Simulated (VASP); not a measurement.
# CoSi2 (Immm) in VASP: a series of runs

CoSi2 is run at these levels: PBEsol; tasks: single point.

Everything below comes from runs of VASP 6.6.1. Logs are shortened: lines on timing, memory, paths and dates and some standing lists are left out, and cuts for length are marked.

### Step 1. The cell of the first run

Symmetry: Immm, No. 71, orthorhombic system. The conventional cell has a = 3.745 Å, b = 3.926 Å, c = 5.204 Å, α = 90.00°, β = 90.00°, γ = 90.00°. Within 3.0 Å of Co (site symmetry mmm) lie 8 Si at 2.30 to 2.34 Å. Si (site symmetry mm2) has 4 Co at 2.30 to 2.34 Å and 6 Si at 2.55 to 2.71 Å within 3.0 Å.

### Step 2. Single point, PBEsol (uniaxial strain along a: +4.5 %, then relaxed in part)

The input, INCAR:

```
SYSTEM = CoSi2
PREC     = Accurate       ! precision mode
ENCUT    = 520            ! plane-wave cutoff, eV
EDIFF    = 1E-6           ! SCF threshold, eV
ISMEAR   = 0              ! smearing method
SIGMA    = 0.1            ! smearing width, eV
LREAL    = .FALSE.        ! projectors in reciprocal space
LASPH    = .TRUE.         ! aspherical terms in the spheres
NELM     = 100            ! most SCF steps
ALGO     = Normal         ! electronic algorithm
ISIF     = 2              ! what is computed and relaxed
LWAVE    = .FALSE.        ! write WAVECAR
LCHARG   = .FALSE.        ! write CHGCAR
GGA      = PS             ! functional
NBANDS   = 26             ! bands
```

The input, KPOINTS:

```
regular mesh
0
G
  10 10 8
  0 0 0
```

The input, POSCAR:

```
CoSi2
1.0
    2.7757853390      2.7757853390      0.0000000000
   -2.6484347165      2.6484347165      0.0000000000
    0.0000000000      0.0000000000      5.2044742690
Co Si
2 4
Direct
    0.0000000000      0.0000000000      0.0000000000
    0.5000000000      0.5000000000      0.5000000000
    0.0000000000      0.5000000000      0.7445861669
    0.5000000000      0.0000000000      0.7554138331
    0.5000000000      0.0000000000      0.2445861669
    0.0000000000      0.5000000000      0.2554138331
```

Potentials or basis: VASP PAW PBE potentials, release 64 (Co, Si).

Command:

```
$ cat potpaw_PBE.64/Co/POTCAR potpaw_PBE.64/Si/POTCAR > POTCAR
$ mpirun -np 1 vasp_std > vasp.out
```

OUTCAR:

```text
SYSTEM = CoSi2
   PREC = Accurate
   ENCUT = 520
   EDIFF = 1E-6
   ISMEAR = 0
   LREAL = .FALSE.
   LASPH = .TRUE.
   NELM = 100
   ISIF = 2
   GGA = PS

 ion  position               nearest neighbor table
   1  0.000  0.000  0.000-   3 2.30   6 2.30   3 2.30   6 2.30   5 2.34   4 2.34   4 2.34   5 2.34

   2  0.500  0.500  0.500-   4 2.30   5 2.30   4 2.30   5 2.30   3 2.34   6 2.34   3 2.34   6 2.34

   3  0.000  0.500  0.745-   1 2.30   1 2.30   2 2.34   2 2.34   6 2.55   6 2.66   4 2.71   4 2.71
                             4 2.71   4 2.71
   4  0.500  0.000  0.755-   2 2.30   2 2.30   1 2.34   1 2.34   5 2.55   5 2.66   3 2.71   3 2.71
                             3 2.71   3 2.71
   5  0.500  0.000  0.245-   2 2.30   2 2.30   1 2.34   1 2.34   4 2.55   4 2.66   6 2.71   6 2.71
                             6 2.71   6 2.71
   6  0.000  0.500  0.255-   1 2.30   1 2.30   2 2.34   2 2.34   3 2.55   3 2.66   5 2.71   5 2.71
                             5 2.71   5 2.71

  LATTYP: Found a simple orthorhombic cell.
 ALAT       =     3.7454522951
 B/A-ratio  =     1.0480852413
 C/A-ratio  =     1.3895449358

  Lattice vectors:

 A1 = (   2.6484347165,  -2.6484347165,   0.0000000000)
 A2 = (   2.7757853390,   2.7757853390,   0.0000000000)
 A3 = (   0.0000000000,   0.0000000000,   5.2044742690)

Analysis of symmetry for initial positions (statically):
=====================================================================
 Subroutine PRICEL returns following result:

  LATTYP: Found a body centered orthorhombic cell.
 ALAT       =     3.7454522951
 B/A-ratio  =     1.0480852413
 C/A-ratio  =     1.3895449358

  Lattice vectors:

 A1 = (   2.7121100277,   0.0636753112,  -2.6022371345)
 A2 = (  -2.7121100277,  -0.0636753112,  -2.6022371345)
 A3 = (   0.0636753112,   2.7121100277,   2.6022371345)

   2 primitive cells build up your supercell.

 Routine SETGRP: Setting up the symmetry group for a
 simple orthorhombic supercell.

 Subroutine GETGRP returns: Found  8 space group operations
 (whereof  8 operations were pure point group operations)
 out of a pool of  8 trial point group operations.

The static configuration has the point symmetry D_2h.

Analysis of symmetry for dynamics (positions and initial velocities):
=====================================================================
 Subroutine PRICEL returns following result:

  LATTYP: Found a body centered orthorhombic cell.
 ALAT       =     3.7454522951
 B/A-ratio  =     1.0480852413
[... 111 lines left out ...]
   ISTART =      0    job   : 0-new  1-cont  2-samecut
   ICHARG =      2    charge: 1-file 2-atom 10-const
   ISPIN  =      1    spin polarized calculation?
   LNONCOLLINEAR =      F non collinear calculations
   LSORBIT =      F    spin-orbit coupling
   LASPH  =      T    aspherical Exc in radial PAW
   ENCUT  =  520.0 eV  38.22 Ry    6.18 a.u.   7.30  6.96  9.68*2*pi/ulx,y,z
   NELM   =    100;   NELMIN=  2; NELMDL= -5     # of ELM steps
   EDIFF  = 0.1E-05   stopping-criterion for ELM
   LREAL  =      F    real-space projection
   EDIFFG = 0.1E-04   stopping-criterion for IOM
   NSW    =      0    number of steps for IOM
   IBRION =     -1    ionic relax: 0-MD 1-quasi-New 2-CG
   NFREE  =      0    steps in history (QN), initial steepest desc. (CG)
   ISIF   =      2    stress and relaxation
   ISYM   =      2    0-nonsym 1-usesym 2-fastsym
   POTIM  = 0.5000    time-step for ionic-motion
   TEBEG  =    0.0;   TEEND  =   0.0 temperature during run
   PSTRESS=    0.0 pullay stress
   NELECT =      34.0000    total number of electrons
   NUPDOWN=      -1.0000    fix difference up-down
   EMIN   =  10.00;   EMAX   =-10.00  energy-range for DOS
[... 5 lines left out ...]
     AMIX     =   0.40;   BMIX     =  1.00
     AMIX_MAG =   1.60;   BMIX_MAG =  1.00
  volume/ion in A,a.u.               =      12.75        86.07
  Fermi-wavevector in a.u.,A,eV,Ry     =   1.249224  2.360692 21.232730  1.560562
  Thomas-Fermi vector in A             =   2.383275
   LORBIT       =      0    0 simple, 1 ext, 2 COOP (PROOUT), +10 PAW based schemes
   GGA     = PS    functional components
   LHFCALC =     F    Hartree Fock is set to
   AEXX    =    0.0000 exact exchange contribution
   IVDW    =     0    specifies the selected vdW correction
   LEPSILON=     F    determine dielectric tensor
   LRPA    =     F    only Hartree local field effects (RPA)
 non-spin polarized calculation
 Gauss-broadening in eV      SIGMA  =   0.10
  energy-cutoff  :      520.00
  volume of cell :       76.52
 maximum number of plane-waves:      2098
 NGX is ok and might be reduce to    30
   NGX = 15   NGY = 13   NGZ = 19

 number of electron      33.9999999 magnetization

 Free energy of the ion-electron system (eV)
  ---------------------------------------------------
  ext. energy  EPLUGINS =         0.00000000
  ---------------------------------------------------
  free energy    TOTEN  =       -41.86395597 eV

  energy without entropy =      -41.85350885  energy(sigma->0) =      -41.85873241

 E-fermi :  10.0342     XC(G=0): -11.8750

 val. band max:       10.0295411975   @ k =   0.3000   0.1000   0.0000
 cond. band min:      10.0386888273   @ k =   0.0000   0.3000   0.3750
 fundamental gap:      0.0091476299
 Fermi energy:        10.0341894382

 k-point     1 :       0.0000    0.0000    0.0000
  band No.  band energies     occupation
      1      -3.1071      2.00000
      2       1.4280      2.00000
      3       2.7907      2.00000
      4       3.2973      2.00000
      5       5.8179      2.00000
      6       5.8714      2.00000
[... 685 lines left out ...]
     25      19.1979      0.00000
     26      19.2019      0.00000

 [... further k-points ...]
[... 5 lines left out ...]
  --------------------------------------------------------------------------------------
  -------------------------------------------------------------------------------------
  Total       -2.4994752     -2.4994752      0.0436777     -2.5537702      0.0000000      0.0000000
  in kB      -52.3332130    -52.3332130      0.9145091    -53.4700240      0.0000000      0.0000000
  external PRESSURE =     -34.5839723 kB  Pullay stress =       0.0000000 kB

 VOLUME and BASIS-vectors are now :
 -----------------------------------------------------------------------------
  energy-cutoff  :      520.00
  volume of cell :       76.52
      direct lattice vectors                 reciprocal lattice vectors
     2.775785339  2.775785339  0.000000000     0.180129203  0.180129203  0.000000000
    -2.648434717  2.648434717  0.000000000    -0.188790759  0.188790759  0.000000000
     0.000000000  0.000000000  5.204474269     0.000000000  0.000000000  0.192142366

 POSITION                                       TOTAL-FORCE (eV/Angst)
 -----------------------------------------------------------------------------------
      0.00000      0.00000      0.00000        -0.000000     -0.000000      0.000000
      0.06368      2.71211      2.60224        -0.000000      0.000000      0.000000
     -1.32422      1.32422      3.87518         0.000000     -0.000000     -0.000935
      1.38789      1.38789      3.93153         0.000000     -0.000000      0.000935
      1.38789      1.38789      1.27294         0.000000     -0.000000     -0.000935
     -1.32422      1.32422      1.32929         0.000000     -0.000000      0.000935
 -----------------------------------------------------------------------------------
    total drift:                               -0.000000      0.000000      0.000000

  FREE ENERGIE OF THE ION-ELECTRON SYSTEM (eV)
  ---------------------------------------------------
  free  energy   TOTEN  =       -41.8639559692 eV

  energy  without entropy=      -41.8535088452  energy(sigma->0) =      -41.85873241
```

Run time: 7.4 min. Hardware: 1 thread of AMD EPYC 7R43 (Zen 3), shared host; peak memory 0.35 GiB.

What came out:

```yaml
Free_energy: -41.8640 eV
Pressure: -3.5 GPa
Band_gap_on_the_k_mesh: zero (band 17 reaches 11.54 eV, above the bottom of band 18 at 8.74 eV)
```

Stress tensor (GPa, compression positive):
```
-5.23 -5.35  0.00
-5.35 -5.23  0.00
 0.00  0.00  0.09
```

Caveat: the cell differs from its parent crystal (uniaxial strain along a: +4.5 %, then relaxed in part); the PAW data sets were made with another functional, which shifts forces and pressure a little. Spin polarisation is off, so any magnetic state and its effect on volume and gap are missing.

[end of part 1 of 2]
